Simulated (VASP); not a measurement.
The system is Bi3O.

```
Bi O
1.0
     3.90000    0.00000    0.00000
     0.00000    3.90000    0.00000
     0.00000    0.00000   12.80000
Bi O
6 2
Direct
  0.50000 0.00000 0.90000
  0.00000 0.50000 0.10000
  0.50000 0.00000 0.57000
  0.00000 0.50000 0.70000
  0.00000 0.50000 0.43000
  0.50000 0.00000 0.30000
  0.50000 0.50000 0.00000
  0.00000 0.00000 0.00000
```

* Program: VASP 6.6.1
* Task: relaxation of cell and atoms
* Functional: PBE
* Potentials or basis: VASP PAW PBE potentials, release 64 (Bi_d, O)
* Cutoff: 600 eV
* k mesh: 4 × 4 × 2
* Occupations: gaussian, width 0.2 eV
* Spin: no spin polarisation

At the start: pressure 5.9 GPa; volume 24.34 Å³/atom.

Question: How do energy, volume and symmetry change on relaxing?

Answer: Over 10 steps the energy falls by 80.6 meV/atom and the volume is 25.69 Å³/atom (+5.6 %); space group P4/nmm (No. 129, to 0.1 Å) before and after.

The path:
```tsv
step	energy change (eV)	largest force (eV/Å)	pressure (GPa)	volume (Å³)
1	0.0000	1.4833	5.95	194.69
2	-0.1930	1.2207	-4.03	221.28
3	-0.3441	0.8146	-0.68	209.95
4	-0.4424	0.6775	-0.56	209.67
5	-0.5812	0.5548	0.14	208.81
6	-0.5825	0.6463	0.24	208.71
7	-0.6235	0.1031	-1.02	210.26
8	-0.6236	0.1018	-1.09	210.36
9	-0.6431	0.0755	0.32	204.20
10	-0.6449	0.0788	-0.01	205.52
```

Final structure:
```
Bi O
1.0
     3.93962    0.00000    0.00000
     0.00000    3.93962    0.00000
     0.00000    0.00000   13.24165
Bi O
6 2
Direct
  0.50000 0.00000 0.90157
  0.00000 0.50000 0.09843
  0.50000 0.00000 0.58124
  0.00000 0.50000 0.72470
  0.00000 0.50000 0.41876
  0.50000 0.00000 0.27530
  0.50000 0.50000 0.00000
  0.00000 0.00000 0.00000
```

Caveat: the k points lie up to 0.40 Å⁻¹ apart in the final cell, too coarse for converged energies and pressures of a metal; the relaxation stopped at a loose force limit of 0.08 eV/Å, so its end isn't a converged minimum.
